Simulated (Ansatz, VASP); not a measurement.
# HfN: VASP beside Ansatz

```
Hf N
1.0
     0.00000    2.43353    2.43353
     2.06850    0.00000    2.43353
     2.06850    2.43353    0.00000
Hf N
1 1
Direct
  0.00000 0.00000 0.00000
  0.75000 0.75000 0.75000
```

Change from the starting cell: strain -0.1500 x Voigt [1, 0, 0, 0, 0, 0], atoms carried along.

Alike in both runs: task single point; functional PBEsol; k mesh 22 × 22 × 22; occupations gaussian, width 0.15 eV; no spin polarisation.

```csv
,VASP,Ansatz
version,VASP 6.6.1,Ansatz 0.2.0
potentials or method,"VASP PAW PBE potentials, release 64 (Hf_pv, N), cutoff 520 eV","scalar-relativistic, plane waves, PAW"
valence electrons in the cell,15,31
```

```tsv
	VASP	Ansatz	Ansatz less VASP
gap on the k mesh at the Fermi level (eV)	none	none	-
pressure (GPa)	42.1	42.2	+0.16
traceless stress, the component that is largest in VASP (GPa)	7.84	8.11	+0.276
```

VASP's potentials were made for PBE, not for PBEsol. A gap of «none» marks a metal or a gap that the smearing closes. Both programs put the cell under a high pressure, so it lies far from rest at this level. VASP's potentials hold 15 valence electrons a cell and Ansatz's 31, so a difference there can come from the potentials and not from the codes.

Spin-orbit coupling is off throughout.
